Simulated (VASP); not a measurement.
Input of a VASP 6.6.1 run:

The input INCAR:

```
  ALGO = Normal
  EDIFF = 1E-7
  ENCUT = 520
  GGA = PS
  ISIF = 2
  ISMEAR = 0
  LASPH = True
  LCHARG = False
  LREAL = False
  LWAVE = False
  NBANDS = 11
  NELM = 100
  PREC = Accurate
  SIGMA = 0.01
```

KPOINTS

```
k-points
0
Gamma
  8 8 8
```

POSCAR

```
MgS
1.0
    0.0000000000      2.5029884591      2.5029884591
    2.5029884591      0.0000000000      2.5029884591
    2.5029884591      2.5029884591      0.0000000000
Mg S
1 1
Direct
    0.0000000000      0.0000000000      0.0000000000
    0.5000000000      0.5000000000      0.5000000000
```

Potentials or basis: VASP PAW PBE potentials, release 64 (Mg, S).

Launch:

```console
$ cat potpaw_PBE.64/Mg/POTCAR potpaw_PBE.64/S/POTCAR > POTCAR
$ mpirun -np 1 vasp_std > vasp.out
```

Problem. Predict the band gap on the k mesh.

Solution. 2.94 eV, indirect (least direct gap 4.57 eV).

Problem. Predict the pressure.

Solution. 9.8 GPa.

Caveat: the PAW data sets were made with another functional, which shifts forces and pressure a little. PBEsol gaps usually lie below the measured ones, often by a third to a half.
